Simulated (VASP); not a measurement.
Write the native input for VASP 6.6.1 that does the following.

| Item | Value |
| --- | --- |
| Task | single point |
| Functional | r2SCAN |
| Potentials or basis | VASP PAW PBE potentials, release 64 (In_d, Sb) |
| Cutoff | 520 eV |
| k mesh | 6 × 6 × 6 |
| Occupations | fermi-dirac, width 0.02 eV |
| Spin | no spin polarisation |
| Dipole correction | no |
| Further INCAR settings | ALGO = Normal; EDIFF = 1e-06; NBANDS = 16 |

InSb:

```xyz
2
Lattice="0.0000 3.3123 3.3123 3.3123 0.0000 3.3123 3.3123 3.3123 0.0000" Properties=species:S:1:pos:R:3 pbc="T T T"
In    0.0000    0.0000    0.0000
Sb    1.6562    1.6562    1.6562
```

This cell differs from its parent crystal: strain +1.0%.

The input as run:

POSCAR

```
InSb
1.0
    0.0000000000      3.3123081477      3.3123081477
    3.3123081477      0.0000000000      3.3123081477
    3.3123081477      3.3123081477      0.0000000000
In Sb
1 1
Direct
    0.0000000000      0.0000000000      0.0000000000
    0.2500000000      0.2500000000      0.2500000000
```

INCAR.step1

```
PREC = Accurate
ENCUT = 520
ISMEAR = -1
SIGMA = 0.02
LREAL = False
LASPH = True
NELM = 60
NBANDS = 16
GGA = PE
ALGO = Normal
EDIFF = 1E-4
LWAVE = True
LCHARG = False
```

INCAR.step2

```
PREC = Accurate
ENCUT = 520
EDIFF = 1E-6
ISMEAR = -1
SIGMA = 0.02
LREAL = False
LASPH = True
NELM = 60
ALGO = Normal
ISIF = 2
LWAVE = False
LCHARG = False
METAGGA = R2SCAN
LMIXTAU = True
NBANDS = 16
ISTART = 1
```

KPOINTS

```
regular mesh
0
Gamma
  6 6 6
```

Potentials or basis: VASP PAW PBE potentials, release 64 (In_d, Sb).

Launch:

```sh
$ cat potpaw_PBE.64/In_d/POTCAR potpaw_PBE.64/Sb/POTCAR > POTCAR
$ cp INCAR.step1 INCAR
$ mpirun -np 1 vasp_std > vasp.out
$ cp INCAR.step2 INCAR
$ mpirun -np 1 vasp_std > vasp.out
```

Results of the run:

```
Pressure               : -1.2 GPa
Band gap on the k mesh : zero (filled and empty bands touch)
```

Caveat: the cell differs from its parent crystal (strain +1.0%); semilocal functionals underestimate gaps, and a narrow one can read as zero; the PAW data sets were made with another functional, which shifts forces and pressure a little; spin-orbit coupling is left out, which moves the levels of the heavy elements.

It took 2.2 min on 1 thread of AMD EPYC 7R13 (shared host), peak memory 0.22 GiB.
